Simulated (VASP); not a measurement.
# Pt (I4_1/amd) in VASP: further runs

Runs on Pt. Level: PBE. Tasks: single point, relaxation of cell and atoms.

All numbers are computed with VASP 6.6.1; they aren't measurements. Logs are shortened: lines on timing, memory, paths and dates and some standing lists are left out, and cuts for length are marked.

### Step 1. The cell of the first run

Symmetry: I4_1/amd, No. 141, tetragonal system. Conventional cell: a = 5.056 Å, b = 5.056 Å, c = 2.724 Å, α = 90.00°, β = 90.00°, γ = 90.00°. Pt (site symmetry -4m2) has 10 Pt at 2.62 to 3.25 Å within 3.5 Å.

### Step 2. Single point, PBE

The input, INCAR:

```
SYSTEM = Pt
PREC = Accurate
ENCUT = 520
EDIFF = 1E-6
ISMEAR = -1
SIGMA = 0.05
LREAL = .FALSE.
LASPH = .TRUE.
NELM = 100
ALGO = Normal
ISIF = 2
LWAVE = .FALSE.
LCHARG = .TRUE.
GGA = PE
LELF = .TRUE.
LVHAR = .TRUE.
NBANDS = 17
```

The input, KPOINTS:

```
regular mesh
0
G
  16 16 16
  0 0 0
```

The input, POSCAR:

```
Pt
1.0
   -2.5279156100      2.5279156100      1.3622076778
    2.5279156100     -2.5279156100      1.3622076778
    2.5279156100      2.5279156100     -1.3622076778
Pt
2
Direct
   -0.3750000000     -0.1250000000     -0.2500000000
    0.3750000000      0.1250000000      0.2500000000
```

Potentials or basis: VASP PAW PBE potentials, release 64 (Pt).

Run with:

```console
cat potpaw_PBE.64/Pt/POTCAR > POTCAR
mpirun -np 1 vasp_std > vasp.out
```

OUTCAR:

```text
SYSTEM = Pt
   PREC = Accurate
   ENCUT = 520
   EDIFF = 1E-6
   ISMEAR = -1
   LREAL = .FALSE.
   LASPH = .TRUE.
   NELM = 100
   ISIF = 2
   GGA = PE

 ion  position               nearest neighbor table
   1  0.625  0.875  0.750-   2 2.62   2 2.62   2 2.62   2 2.62   2 3.25   2 3.25   2 3.25   2 3.25

   2  0.375  0.125  0.250-   1 2.62   1 2.62   1 2.62   1 2.62   1 3.25   1 3.25   1 3.25   1 3.25

  LATTYP: Found a body centered tetragonal cell.
 ALAT       =     5.0558312200
 C/A-ratio  =     0.5388659623

  Lattice vectors:

 A1 = (  -2.5279156100,   2.5279156100,   1.3622076778)
 A2 = (   2.5279156100,  -2.5279156100,   1.3622076778)
 A3 = (   2.5279156100,   2.5279156100,  -1.3622076778)

Analysis of symmetry for initial positions (statically):
=====================================================================
 Subroutine PRICEL returns:
 Original cell was already a primitive cell.

 Routine SETGRP: Setting up the symmetry group for a
 body centered tetragonal supercell.

 Subroutine GETGRP returns: Found 16 space group operations
 (whereof  4 operations were pure point group operations)
 out of a pool of 16 trial point group operations.

The static configuration has the point symmetry C_2h.
 The point group associated with its full space group is D_4h.

Analysis of symmetry for dynamics (positions and initial velocities):
=====================================================================
 Subroutine PRICEL returns:
 Original cell was already a primitive cell.

 Routine SETGRP: Setting up the symmetry group for a
 body centered tetragonal supercell.

 Subroutine GETGRP returns: Found 16 space group operations
 (whereof  4 operations were pure point group operations)
 out of a pool of 16 trial point group operations.

The dynamic configuration has the point symmetry C_2h.
 The point group associated with its full space group is D_4h.

 Subroutine INISYM returns: Found 16 space group operations
 (whereof  4 operations are pure point group operations),
 and found     1 'primitive' translations

----------------------------------------------------------------------------------------

                                     Primitive cell

  volume of cell :      34.8200

  direct lattice vectors                    reciprocal lattice vectors
    -2.527915610  2.527915610  1.362207678     0.000000000  0.197791413  0.367051227
     2.527915610 -2.527915610  1.362207678     0.197791413  0.000000000  0.367051227
     2.527915610  2.527915610 -1.362207678     0.197791413  0.197791413  0.000000000

  length of vectors
     3.825744950  3.825744950  3.825744950     0.416950892  0.416950892  0.279719299

  position of ions in fractional coordinates (direct lattice)
     0.625000000  0.875000000  0.750000000
     0.375000000  0.125000000  0.250000000

  ion indices of the primitive-cell ions
   primitive index   ion index
                 1           1
                 2           2

----------------------------------------------------------------------------------------

 KPOINTS: regular mesh

Automatic generation of k-mesh.
 Grid dimensions read from file:
 generate k-points for:   16   16   16

 Generating k-lattice:

  Cartesian coordinates                     Fractional coordinates (reciprocal lattice)
     0.000000000  0.012361963  0.022940702     0.062500000  0.000000000  0.000000000
     0.012361963  0.000000000  0.022940702     0.000000000  0.062500000  0.000000000
     0.012361963  0.012361963  0.000000000     0.000000000  0.000000000  0.062500000

  Length of vectors
     0.026059431  0.026059431  0.017482456

  Shift w.r.t. Gamma in fractional coordinates (k-lattice)
     0.000000000  0.000000000  0.000000000

 Subroutine IBZKPT returns following result:
 ===========================================

 Found    349 irreducible k-points:

 Following reciprocal coordinates:
            Coordinates               Weight
  0.000000  0.000000  0.000000      1.000000
  0.062500  0.000000  0.000000      8.000000
  0.125000  0.000000  0.000000      8.000000
  0.187500  0.000000  0.000000      8.000000
  0.250000  0.000000  0.000000      8.000000
  0.312500 -0.000000  0.000000      8.000000
[... 16 lines left out ...]
 -0.125000  0.062500 -0.000000     16.000000
 -0.062500  0.062500  0.000000      4.000000
 [... further k-points ...]
   k-points           NKPTS =    349   k-points in BZ     NKDIM =    349   number of bands    NBANDS=     17
   number of dos      NEDOS =    301   number of ions     NIONS =      2
   total plane-waves  NPLWV =  21952
   dimension x,y,z NGX =    28 NGY =   28 NGZ =   28
   dimension x,y,z NGXF=    56 NGYF=   56 NGZF=   56
   ions per type =               2
   NGX,Y,Z   is equivalent  to a cutoff of  12.17, 12.17, 12.17 a.u.
   NGXF,Y,Z  is equivalent  to a cutoff of  24.33, 24.33, 24.33 a.u.
 SYSTEM =  Pt
   PREC   = accura    normal or accurate (medium, high low for compatibility)
   ISTART =      0    job   : 0-new  1-cont  2-samecut
   ICHARG =      2    charge: 1-file 2-atom 10-const
   ISPIN  =      1    spin polarized calculation?
   LNONCOLLINEAR =      F non collinear calculations
   LSORBIT =      F    spin-orbit coupling
   LASPH  =      T    aspherical Exc in radial PAW
   ENCUT  =  520.0 eV  38.22 Ry    6.18 a.u.   7.11  7.11  7.11*2*pi/ulx,y,z
   NELM   =    100;   NELMIN=  2; NELMDL= -5     # of ELM steps
   EDIFF  = 0.1E-05   stopping-criterion for ELM
   LREAL  =      F    real-space projection
[... 7 lines left out ...]
   TEBEG  =    0.0;   TEEND  =   0.0 temperature during run
   PSTRESS=    0.0 pullay stress
   NELECT =      20.0000    total number of electrons
   NUPDOWN=      -1.0000    fix difference up-down
   EMIN   =  10.00;   EMAX   =-10.00  energy-range for DOS
   EFERMI =   0.00;   METHOD = LEGACY
   ISMEAR =    -1;   SIGMA  =   0.05  broadening in eV -4-tet -1-fermi 0-gaus
   EFERMI_NEDOS =   21; number of points for ismear=-14 and -15
   IALGO  =     38    algorithm
   IMIX   =      4    mixing-type and parameters
     AMIX     =   0.40;   BMIX     =  1.00
     AMIX_MAG =   1.60;   BMIX_MAG =  1.00
  volume/ion in A,a.u.               =      17.41       117.49
  Fermi-wavevector in a.u.,A,eV,Ry     =   1.360845  2.571624 25.196619  1.851899
  Thomas-Fermi vector in A             =   2.487472
   LORBIT       =      0    0 simple, 1 ext, 2 COOP (PROOUT), +10 PAW based schemes
   GGA     = PE    functional components
   LHFCALC =     F    Hartree Fock is set to
   AEXX    =    0.0000 exact exchange contribution
   IVDW    =     0    specifies the selected vdW correction
   LEPSILON=     F    determine dielectric tensor
   LRPA    =     F    only Hartree local field effects (RPA)
 non-spin polarized calculation
  energy-cutoff  :      520.00
  volume of cell :       34.82
 maximum number of plane-waves:       955
   NGX = 15   NGY = 15   NGZ = 15

 number of electron      19.9999997 magnetization

 Free energy of the ion-electron system (eV)
  ---------------------------------------------------
  ext. energy  EPLUGINS =         0.00000000
  ---------------------------------------------------
  free energy    TOTEN  =       -11.60919704 eV

  energy without entropy =      -11.58944148  energy(sigma->0) =      -11.59931926

 E-fermi :   8.7821     XC(G=0): -12.5510

 val. band max:        8.7797621193   @ k =  -0.1875   0.1250   0.0000
 cond. band min:       8.7888468323   @ k =  -0.2500   0.4375   0.1875
 fundamental gap:      0.0090847130
 Fermi energy:         8.7821148819

 k-point     1 :       0.0000    0.0000    0.0000
  band No.  band energies     occupation
      1       0.0579      2.00000
      2       2.9891      2.00000
      3       3.4617      2.00000
      4       3.8995      2.00000
      5       4.4872      2.00000
      6       7.4845      2.00000
[... 9 lines left out ...]
     16      24.6522      0.00000
     17      24.6522      0.00000

 k-point     2 :       0.0625    0.0000    0.0000
  band No.  band energies     occupation
      1       0.1939      2.00000
      2       3.0511      2.00000
      3       3.4772      2.00000
      4       4.0553      2.00000
      5       4.5685      2.00000
      6       7.0978      2.00000
[... 9 lines left out ...]
     16      24.6454      0.00000
     17      24.8948      0.00000

 k-point     3 :       0.1250    0.0000    0.0000
  band No.  band energies     occupation
      1       0.5887      2.00000
      2       3.2297      2.00000
      3       3.5535      2.00000
      4       4.4585      2.00000
      5       4.7980      2.00000
      6       6.5175      2.00000
[... 9 lines left out ...]
     16      24.5318      0.00000
     17      25.6185      0.00000

 k-point     4 :       0.1875    0.0000    0.0000
  band No.  band energies     occupation
      1       1.1980      2.00000
      2       3.4955      2.00000
      3       3.6861      2.00000
      4       4.8787      2.00000
      5       5.2079      2.00000
      6       5.9107      2.00000
[... 9 lines left out ...]
     16      23.5165      0.00000
     17      24.1145      0.00000

 k-point     5 :       0.2500    0.0000    0.0000
  band No.  band energies     occupation
      1       1.9277      2.00000
      2       3.7693      2.00000
      3       3.8054      2.00000
      4       5.0312      2.00000
      5       5.4321      2.00000
      6       5.6931      2.00000
[... 9 lines left out ...]
     16      23.4764      0.00000
     17      23.5307      0.00000

 k-point     6 :       0.3125   -0.0000    0.0000
  band No.  band energies     occupation
      1       2.6042      2.00000
      2       3.8515      2.00000
      3       3.8720      2.00000
      4       5.1113      2.00000
      5       5.2887      2.00000
      6       5.7050      2.00000
[... 9 lines left out ...]
     16      23.3670      0.00000
     17      23.4982      0.00000

 k-point     7 :       0.3750    0.0000    0.0000
  band No.  band energies     occupation
      1       3.0094      2.00000
      2       3.7418      2.00000
      3       3.9380      2.00000
      4       4.8191      2.00000
      5       5.5269      2.00000
      6       6.1708      2.00000
[... 9 lines left out ...]
     16      22.4856      0.00000
     17      23.2727      0.00000

 k-point     8 :       0.4375    0.0000    0.0000
  band No.  band energies     occupation
      1       3.1390      2.00000
      2       3.5847      2.00000
      3       4.1071      2.00000
      4       4.4796      2.00000
      5       5.8749      2.00000
      6       6.3229      2.00000
[... 9 lines left out ...]
     16      22.0013      0.00000
     17      23.0633      0.00000
[... 203 lines left out ...]
      1       2.7675      2.00000
      2       3.7744      2.00000
      3       4.0486      2.00000
      4       4.9442      2.00000
      5       5.5524      2.00000
      6       5.7467      2.00000
[... 9 lines left out ...]
     16      22.7115      0.00000
     17      23.6609      0.00000

 k-point    20 :      -0.3125    0.0625   -0.0000
  band No.  band energies     occupation
      1       2.1430      2.00000
      2       3.7789      2.00000
      3       3.9581      2.00000
      4       4.9804      2.00000
      5       5.4223      2.00000
      6       5.7203      2.00000
[... 9 lines left out ...]
     16      23.3309      0.00000
     17      23.7158      0.00000

 k-point    21 :      -0.2500    0.0625    0.0000
  band No.  band energies     occupation
      1       1.4092      2.00000
      2       3.6024      2.00000
      3       3.7879      2.00000
      4       4.7513      2.00000
      5       5.1222      2.00000
      6       6.0482      2.00000
[... 9 lines left out ...]
     16      23.4348      0.00000
     17      23.8345      0.00000

 k-point    22 :      -0.1875    0.0625    0.0000
  band No.  band energies     occupation
      1       0.7616      2.00000
      2       3.3368      2.00000
      3       3.6343      2.00000
      4       4.3896      2.00000
      5       4.7364      2.00000
      6       6.5882      2.00000
[... 9 lines left out ...]
     16      23.8078      0.00000
     17      25.0372      0.00000

 k-point    23 :      -0.1250    0.0625   -0.0000
  band No.  band energies     occupation
      1       0.3135      2.00000
      2       3.1298      2.00000
      3       3.5320      2.00000
      4       4.0252      2.00000
      5       4.5332      2.00000
      6       7.1323      2.00000
[... 9 lines left out ...]
     16      24.1525      0.00000
     17      24.8053      0.00000

 k-point    24 :      -0.0625    0.0625    0.0000
  band No.  band energies     occupation
      1       0.1184      2.00000
      2       3.0296      2.00000
      3       3.4896      2.00000
      4       3.8857      2.00000
      5       4.4712      2.00000
      6       7.4719      2.00000
[... 9 lines left out ...]
     16      24.4866      0.00000
     17      24.5150      0.00000

 [... further k-points ...]

------------------------ aborting loop because EDIFF is reached ----------------------------------------

  FORCE on cell =-STRESS in cart. coord.  units (eV):
  Direction    XX          YY          ZZ          XY          YZ          ZX
  --------------------------------------------------------------------------------------
  -------------------------------------------------------------------------------------
  Total       -0.7345198     -0.7345198     -0.7232731     -0.0000000      0.0000000      0.0000000
  in kB      -33.7975832    -33.7975832    -33.2800855     -0.0000000      0.0000000      0.0000000
  external PRESSURE =     -33.6250840 kB  Pullay stress =       0.0000000 kB

 VOLUME and BASIS-vectors are now :
 -----------------------------------------------------------------------------
  energy-cutoff  :      520.00
  volume of cell :       34.82
      direct lattice vectors                 reciprocal lattice vectors
    -2.527915610  2.527915610  1.362207678     0.000000000  0.197791413  0.367051227
     2.527915610 -2.527915610  1.362207678     0.197791413  0.000000000  0.367051227
     2.527915610  2.527915610 -1.362207678     0.197791413  0.197791413  0.000000000

 POSITION                                       TOTAL-FORCE (eV/Angst)
 -----------------------------------------------------------------------------------
      2.52792      1.26396      1.02166         0.000000     -0.000000     -0.000000
      0.00000      1.26396      0.34055        -0.000000      0.000000      0.000000
 -----------------------------------------------------------------------------------
    total drift:                                0.000000      0.000000     -0.000000

  FREE ENERGIE OF THE ION-ELECTRON SYSTEM (eV)
  ---------------------------------------------------
  free  energy   TOTEN  =       -11.6091970368 eV

  energy  without entropy=      -11.5894414766  energy(sigma->0) =      -11.59931926
```

It took 4.3 min on 1 thread of Intel Xeon 8259CL, shared host; peak memory 0.29 GiB.

Results:

- Free energy: -11.6092 eV
- Pressure: -3.4 GPa
- Band gap on the k mesh: zero (bands 10 and 11 overlap by 1.53 eV)

Caveat: the cell stands under tension; spin-orbit coupling is left out, which moves the levels of the heavy elements.

### Step 3. Relaxation of cell and atoms, PBE, target pressure -2.9 GPa, at which the enthalpy is minimised

This run uses another cell than the first one, of 16.32 Å³/atom.

The input, INCAR:

```
PREC     = Accurate       # precision mode
ENCUT    = 600            # plane-wave cutoff, eV
EDIFF    = 1E-7           # SCF threshold, eV
ISMEAR   = -1             # smearing method
SIGMA    = 0.05           # smearing width, eV
LREAL    = False          # projectors in reciprocal space
LASPH    = True           # aspherical terms in the spheres
NELM     = 80             # most SCF steps
ALGO     = Normal         # electronic algorithm
ISIF     = 3              # what is computed and relaxed
LWAVE    = False          # write WAVECAR
LCHARG   = False          # write CHGCAR
GGA      = PE             # functional
IBRION   = 2              # ionic algorithm
NSW      = 60             # ionic steps
EDIFFG   = -0.005         # ionic threshold
PSTRESS  = -29.0
```

The input, KPOINTS:

```
regular mesh
0
Gamma
  16 16 16
```

The input, POSCAR:

```
Pt
1.0
   -2.4571945301      2.4571945301      1.3514569915
    2.4571945301     -2.4571945301      1.3514569915
    2.4571945301      2.4571945301     -1.3514569915
Pt
2
Direct
   -0.3750000000     -0.1250000000     -0.2500000000
    0.3750000000      0.1250000000      0.2500000000
```

Potentials or basis: VASP PAW PBE potentials, release 64 (Pt).

Run with:

```console
cat potpaw_PBE.64/Pt/POTCAR > POTCAR
mpirun -np 1 vasp_std > vasp.out
```

Wall time 23 min (1 thread of Intel Xeon 8259CL, shared host); peak memory 0.33 GiB.

It converged, with:

- Free energy: -11.6100 eV
- Relaxed volume: 17.37 Å³/atom
- Relaxed cell: a = 3.823 Å, b = 3.823 Å, c = 3.823 Å, α = 97.29°, β = 97.29°, γ = 138.28°
- Space group after relaxing (to 0.1 Å): I4_1/amd (No. 141)
- Energy change on relaxing (the run minimises the enthalpy): -30.5 meV/atom
- Ionic steps: 9
- Pressure after relaxing: -2.9 GPa
- Band gap on the k mesh: zero (bands 10 and 11 overlap by 1.54 eV)

Step by step:
| step | energy change (eV) | largest force (eV/Å) | pressure (GPa) | volume (Å³) |
| --- | --- | --- | --- | --- |
| 1 | 0.0000 | 0.0000 | 11.55 | 32.64 |
| 2 | 0.3974 | 0.0000 | -21.05 | 40.08 |
| 3 | -0.0558 | 0.0000 | -3.86 | 34.93 |
| 4 | -0.0580 | 0.0000 | -3.29 | 34.82 |
| 5 | -0.0588 | 0.0000 | -3.04 | 34.78 |
| 6 | -0.0618 | 0.0000 | -2.53 | 34.68 |
| 7 | -0.0615 | 0.0000 | -2.69 | 34.71 |
| 8 | -0.0599 | 0.0000 | -3.18 | 34.80 |
| 9 | -0.0609 | 0.0000 | -2.88 | 34.74 |

Final structure:
```
Pt
1.0
    -2.52588    2.52588    1.36138
     2.52588   -2.52588    1.36138
     2.52588    2.52588   -1.36138
Pt
2
Direct
  0.62500 0.87500 0.75000
  0.37500 0.12500 0.25000
```

Levels at points of the mesh, in eV from the Fermi level:
| k point | band 7 | band 8 | band 9 | band 10 | band 11 | band 12 | band 13 | band 14 |
| --- | --- | --- | --- | --- | --- | --- | --- | --- |
| (0.00, 0.00, 0.00) | -1.30 | -1.24 | -1.24 | 0.30 | 1.34 | 5.00 | 5.00 | 10.44 |
| (0.50, 0.00, 0.00) | -1.48 | -1.07 | -0.37 | -0.09 | 2.17 | 4.37 | 6.43 | 7.81 |
| (0.50, 0.50, 0.00) | -2.12 | -2.12 | -0.56 | -0.56 | -0.28 | -0.28 | 11.71 | 11.71 |
| (0.50, 0.50, 0.50) | -1.09 | -1.09 | -1.01 | -1.01 | -0.47 | -0.47 | 4.44 | 4.44 |

Caveat: the cell is relaxed towards a set pressure, so the run minimises the enthalpy, not the energy; spin-orbit coupling is left out, which moves the levels of the heavy elements.
